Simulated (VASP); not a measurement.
# SnO (Romarchite) (P4/nmm) in VASP: notebook, part 2 of 2

VASP 6.6.1. Earlier steps stand in the parts before.

### Step 5. Single point, PBE

This run uses another cell than the first one, of 17.46 Å³/atom, 1.087 times its volume.

Input file INCAR:

```
SYSTEM = SnO
PREC = Accurate
ENCUT = 520
EDIFF = 1E-7
ISMEAR = -1
SIGMA = 0.1
LREAL = .FALSE.
LASPH = .TRUE.
NELM = 80
ALGO = Normal
ISIF = 2
LWAVE = .FALSE.
LCHARG = .FALSE.
GGA = PE
NBANDS = 28
```

Input file KPOINTS:

```
regular mesh
0
G
  6 6 4
  0 0 0
```

Input file POSCAR:

```
SnO
1.0
    3.7986000000      0.0000000000      0.0000000000
    0.0000000000      3.7986000000      0.0000000000
    0.0000000000      0.0000000000      4.8408000000
Sn O
2 2
Direct
    0.5000000000      0.0000000000      0.2369000000
    0.0000000000      0.5000000000      0.7631000000
    0.0000000000      0.0000000000      0.0000000000
    0.5000000000      0.5000000000      0.0000000000
```

The run is started by

```bash
$ cat potpaw_PBE.64/Sn_d/POTCAR potpaw_PBE.64/O/POTCAR > POTCAR
$ mpirun -np 1 vasp_std > vasp.out
```

Run time: 33 s. Hardware: 1 thread of AMD EPYC 9R14 (Zen 4), shared host; peak memory 0.16 GiB.

It converged, with:

| Property | Result |
| --- | --- |
| Free energy | -22.6629 eV |
| Pressure | 5.0 GPa |
| Largest force | 0.623 eV/Å |

Forces in eV/Å, atoms in the order of the input:
```
Sn   0.000  0.000  0.623
Sn   0.000  0.000 -0.623
O    0.000  0.000  0.000
O    0.000  0.000  0.000
```

Stress tensor (GPa, compression positive):
```
5.30 0.00 0.00
0.00 5.30 0.00
0.00 0.00 4.29
```

Levels at points of the mesh, in eV from the Fermi level:
```csv
k point,band 16,band 17,band 18,band 19,band 20,band 21,band 22,band 23,band 24,band 25
"(0.00, 0.00, 0.00)",-6.48,-3.66,-3.36,-3.36,-0.09,1.99,4.23,4.61,4.61,5.62
"(0.50, 0.00, 0.00)",-5.20,-5.04,-5.04,-2.84,-2.84,3.09,3.09,5.84,5.84,5.89
"(0.50, 0.50, 0.00)",-5.33,-2.69,-2.69,-2.00,-2.00,-0.02,-0.02,4.37,4.37,7.15
"(0.00, 0.00, 0.50)",-3.72,-3.38,-3.38,-3.22,-2.37,1.57,2.87,2.87,3.59,7.80
"(0.50, 0.00, 0.50)",-5.66,-5.01,-5.01,-1.87,-1.87,2.47,2.47,5.35,5.35,6.59
"(0.50, 0.50, 0.50)",-5.77,-2.78,-2.78,-2.69,-2.69,2.24,2.24,3.94,3.94,5.51
```

Caveat: spin-orbit coupling is left out, which moves the levels of the heavy elements.

### Step 6. Single point, PBE

This run uses another cell than the first one, of 17.93 Å³/atom, 1.116 times its volume.

Input file INCAR:

```
ALGO = Normal
EDIFF = 1E-7
ENCUT = 520
GGA = PE
ISIF = 2
ISMEAR = -1
LASPH = True
LCHARG = False
LREAL = False
LWAVE = False
NBANDS = 28
NELM = 60
PREC = Accurate
SIGMA = 0.1
```

Input file KPOINTS:

```
k-points
0
Gamma
  6 6 4
```

Input file POSCAR:

```
SnO
1.0
    3.8320695660      0.0000000000      0.0000000000
    0.0000000000      3.8320695660      0.0000000000
    0.0000000000      0.0000000000      4.8834524180
Sn O
2 2
Direct
    0.5000000000      0.0000000000      0.2369000000
    0.0000000000      0.5000000000      0.7631000000
    0.0000000000      0.0000000000      0.0000000000
    0.5000000000      0.5000000000      0.0000000000
```

Potentials or basis: VASP PAW PBE potentials, release 64 (Sn_d, O).

The run is started by

```bash
$ cat potpaw_PBE.64/Sn_d/POTCAR potpaw_PBE.64/O/POTCAR > POTCAR
$ mpirun -np 1 vasp_std > vasp.out
```

OUTCAR:

```text
EDIFF = 1E-7
   ENCUT = 520
   GGA = PE
   ISIF = 2
   ISMEAR = -1
   LASPH = True
   LREAL = False
   NELM = 60
   PREC = Accurate

 ion  position               nearest neighbor table
   1  0.500  0.000  0.237-   3 2.24   4 2.24   4 2.24   3 2.24   2 3.56   2 3.56   2 3.56   2 3.56
                             2 3.73   2 3.73   2 3.73   2 3.73
   2  0.000  0.500  0.763-   3 2.24   4 2.24   3 2.24   4 2.24   1 3.56   1 3.56   1 3.56   1 3.56
                             1 3.73   1 3.73   1 3.73   1 3.73
   3  0.000  0.000  0.000-   1 2.24   2 2.24   2 2.24   1 2.24
[... 949 lines left out ...]
  --------------------------------------------------------------------------------------
  -------------------------------------------------------------------------------------
  Total        1.1071631      1.1071631      0.9232026      0.0000000      0.0000000      0.0000000
  in kB       24.7359424     24.7359424     20.6259452      0.0000000      0.0000000      0.0000000
  external PRESSURE =      23.3659433 kB  Pullay stress =       0.0000000 kB

 VOLUME and BASIS-vectors are now :
 -----------------------------------------------------------------------------
  energy-cutoff  :      520.00
  volume of cell :       71.71
      direct lattice vectors                 reciprocal lattice vectors
     3.832069566  0.000000000  0.000000000     0.260955597  0.000000000  0.000000000
     0.000000000  3.832069566  0.000000000     0.000000000  0.260955597  0.000000000
     0.000000000  0.000000000  4.883452418     0.000000000  0.000000000  0.204773163

 POSITION                                       TOTAL-FORCE (eV/Angst)
 -----------------------------------------------------------------------------------
      1.91603      0.00000      1.15689        -0.000000      0.000000      0.241268
      0.00000      1.91603      3.72656         0.000000     -0.000000     -0.241268
      0.00000      0.00000      0.00000         0.000000      0.000000      0.000000
      1.91603      1.91603      0.00000        -0.000000      0.000000      0.000000
 -----------------------------------------------------------------------------------
    total drift:                                0.000000      0.000000      0.000000

  FREE ENERGIE OF THE ION-ELECTRON SYSTEM (eV)
  ---------------------------------------------------
  free  energy   TOTEN  =       -22.7067078941 eV

  energy  without entropy=      -22.7011508631  energy(sigma->0) =      -22.70392938
```

stdout:

```text
POSCAR found type information on POSCAR SnO
 POSCAR found :  2 types and       4 ions
 scaLAPACK will be used
 LDA part: xc-table for (Slater+PW92), standard interpolation
 POSCAR, INCAR and KPOINTS ok, starting setup
 FFT: planning ... GRIDC
 FFT: planning ... GRID_SOFT
 FFT: planning ... GRID
 WAVECAR not read
 entering main loop
```

Wall time 34 s (1 thread of AMD EPYC 9R14 (Zen 4), shared host); peak memory 0.16 GiB.

What came out:

- Free energy: -22.7067 eV
- Pressure: 2.3 GPa
- Largest force: 0.241 eV/Å
- Band gap on the k mesh: 0.17 eV, indirect (least direct gap 2.02 eV)

Forces in eV/Å, atoms in the order of the input:
```
Sn   0.000  0.000  0.241
Sn   0.000  0.000 -0.241
O    0.000  0.000  0.000
O    0.000  0.000  0.000
```

Caveat: spin-orbit coupling is left out, which moves the levels of the heavy elements. A k mesh can miss the band edges.

### Step 7. Overview

```csv
cell,gap on the mesh (eV),pressure (GPa),largest force (eV/Å)
"a = 3.694, b = 3.694, c = 4.708 Å, 4 atoms",none,15.5,2.01
"a = 3.730, b = 3.730, c = 4.753 Å, 4 atoms",none,11.5,1.50
"a = 3.765, b = 3.765, c = 4.797 Å, 4 atoms",none,8.0,1.04
"a = 3.799, b = 3.799, c = 4.841 Å, 4 atoms",-,5.0,0.62
"a = 3.832, b = 3.832, c = 4.883 Å, 4 atoms",0.17,2.3,0.24
```

Alike in all rows: task single point; level PBE; potentials or basis VASP PAW PBE potentials, release 64 (Sn_d, O); no spin polarisation; k mesh 6 × 6 × 4; cutoff (eV) 520; smearing fermi-dirac 0.1 eV.

Caveats: spin-orbit coupling is left out, which moves the levels of the heavy elements; forces of over 1 eV/Å act on the atoms, so gaps and moduli don't describe the material at rest (some runs).

Absolute energies hang on the potentials; compare differences alone.
